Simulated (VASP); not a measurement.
Crystal: V.

```
CELL_PARAMETERS angstrom
2.39899 0.00000 0.00000
0.00000 2.39899 0.00000
0.00000 0.00000 2.39899
ATOMIC_POSITIONS crystal
V 0.00000 0.00000 0.00000
```

Base run:

| Property | Result |
| --- | --- |
| Program | VASP 6.6.1 |
| Functional | PBE |
| Potentials or basis | VASP PAW PBE potentials, release 64 (V_sv) |
| Cutoff | 520 eV |
| k mesh | 15 × 15 × 15 |
| Occupations | fermi-dirac, width 0.0612256 eV |
| Spin | no spin polarisation |

Its results: pressure 10.3 GPa.

Task: The run is repeated on the same cell with these changes: k mesh from 15 × 15 × 15 to 44 × 44 × 44; further incar settings from ALGO = Normal; EDIFF = 1e-06; NBANDS = 12 to ALGO = Normal; EDIFF = 1e-07; NBANDS = 12. What comes out?

Result: Pressure 9.9 GPa.
